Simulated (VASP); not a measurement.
Wanted: the native input for a VASP 6.6.1 run.

- Task: single point
- Functional: PBE
- Potentials or basis: VASP PAW PBE potentials, release 64 (Sc_sv, Si)
- Cutoff: 520 eV
- k mesh: 6 × 6 × 6
- Occupations: gaussian, width 0.1 eV
- Spin: no spin polarisation
- Dipole correction: no
- Further INCAR settings: ALGO = Normal; EDIFF = 1e-06; NBANDS = 36

The structure of ScSi10 lies in POSCAR:

```
ScSi10
1.0
    5.8806655229      0.0000000000      0.0000000000
   -2.9403327614      5.0928057340      0.0000000000
    0.0000000000      0.0000000000      6.4516929022
Sc Si
1 10
Direct
    0.0000000000      0.0000000000      0.0000000000
    0.3333333333      0.6666666667      0.1850741832
    0.3333333333      0.6666666667      0.8149258168
    0.6666666667      0.3333333333      0.8149258168
    0.6666666667      0.3333333333      0.1850741832
    0.2741689619      0.0000000000      0.6488229221
    0.0000000000      0.2741689619      0.6488229221
    0.7258310381      0.7258310381      0.6488229221
    0.0000000000      0.7258310381      0.3511770779
    0.7258310381      0.0000000000      0.3511770779
    0.2741689619      0.2741689619      0.3511770779
```

The input as run:

INCAR

```
SYSTEM = ScSi10
PREC = Accurate
ENCUT = 520
EDIFF = 1E-6
ISMEAR = 0
SIGMA = 0.1
LREAL = .FALSE.
LASPH = .TRUE.
NELM = 80
ALGO = Normal
ISIF = 2
LWAVE = .FALSE.
LCHARG = .TRUE.
GGA = PE
LELF = .TRUE.
LVHAR = .TRUE.
NBANDS = 36
```

KPOINTS

```
Automatic mesh
0
G
  6 6 6
  0 0 0
```

Potentials or basis: VASP PAW PBE potentials, release 64 (Sc_sv, Si).

Run with:

```console
$ cat potpaw_PBE.64/Sc_sv/POTCAR potpaw_PBE.64/Si/POTCAR > POTCAR
$ mpirun -np 1 vasp_std > vasp.out
```

Results of the run:

```yaml
Pressure: -0.1 GPa
Largest_force: 0.008 eV/Å
```

It took 9.8 min on 1 thread of Oxide Virtual Turin-like Processor, with other jobs on the host, peak memory 0.39 GiB.
